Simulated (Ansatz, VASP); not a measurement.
# C in VASP and in Ansatz

The input INCAR:

```
PREC = Accurate
ENCUT = 600
EDIFF = 1E-6
ISMEAR = 0
SIGMA = 0.1
LREAL = F
LASPH = T
NELM = 120
ALGO = Normal
ISIF = 2
LWAVE = F
LCHARG = F
GGA = CA
NBANDS = 11
GGA_COMPAT = F
```

The input KPOINTS:

```
Automatic mesh
0
Gamma
  8 8 8
```

POSCAR

```
C
1.0
    0.0000000000      1.7835000000      1.7835000000
    1.7835000000      0.0000000000      1.7835000000
    1.7835000000      1.7835000000      0.0000000000
C
2
Direct
    0.0000000000      0.0000000000      0.0000000000
    0.2500000000      0.2500000000      0.2500000000
```

Input for Ansatz:

```yaml
crystal:
  lattice:
    - [0.0, 1.7835, 1.7835]
    - [1.7835, 0.0, 1.7835]
    - [1.7835, 1.7835, 0.0]
  atoms:
    - { symbol: C, position: [0.0, 0.0, 0.0] }
    - { symbol: C, position: [0.25, 0.25, 0.25] }
basis:
  ecutwfc: 420
kpoints:
  mp_grid: { grid: [8, 8, 8] }
hamiltonian:
  xc: lda
  pseudopotentials: { kind: paw, azcp: { folder: soft_1 } }
scf:
  occupations: { method: gaussian, width: 0.1 }
output:
  forces: true
  stress: true
  eigenvalues: true
```

Alike in both runs: task single point; functional LDA; k mesh 8 × 8 × 8; occupations gaussian, width 0.1 eV; no spin polarisation.

```csv
,VASP,Ansatz
version,VASP 6.6.1,Ansatz 0.2.0
potentials or method,"VASP PAW LDA potentials, release 64 (C), cutoff 600 eV","scalar-relativistic, plane waves, PAW"
valence electrons in the cell,8,8
```

|  | VASP | Ansatz | Ansatz less VASP |
| --- | --- | --- | --- |
| gap on the k mesh at the Fermi level (eV) | 4.10 | 4.11 | +0.007 |
| least direct gap on the mesh (eV) | 5.54 | 5.54 | -0.004 |
| pressure (GPa) | -12.5 | -13.3 | -0.82 |

Ansatz warns that its potentials were made for another functional, while VASP's fit it. LDA's correlation is that of Perdew and Zunger in VASP and of Perdew and Wang (1992) in Ansatz.
